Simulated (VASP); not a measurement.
Crystal: BN.

```
CELL_PARAMETERS angstrom
2.50058 0.00000 0.00000
-1.25029 2.16557 0.00000
0.00000 0.00000 6.52364
ATOMIC_POSITIONS crystal
B 0.33333 0.66667 0.25000
B 0.66667 0.33333 0.75000
N 0.33333 0.66667 0.75000
N 0.66667 0.33333 0.25000
```

Base run:

```yaml
Program: VASP 6.6.1
Functional: r2SCAN
Potentials_or_basis: VASP PAW PBE potentials, release 64 (B, N)
Cutoff: 520 eV
k_mesh: 9 × 9 × 4
Occupations: gaussian, width 0.01 eV
Spin: no spin polarisation
```

Its results: band gap on the k mesh 5.01 eV, indirect (least direct gap 5.28 eV); pressure 1.0 GPa.

The run is repeated on the same cell with these changes: functional from r2SCAN to PBE. What comes out?

Band gap on the k mesh 4.38 eV, indirect (least direct gap 4.65 eV); pressure 4.7 GPa.

r2SCAN gives the wider gap, since meta-GGAs in the generalised Kohn-Sham scheme recover part of the derivative discontinuity.

Caveats: the PAW data sets were made with another functional, which shifts forces and pressure a little (some runs); this functional lacks dispersion, which binds the layers, so the pressure and a relaxed spacing across them are unreliable (some runs).

A k mesh can miss the band edges.
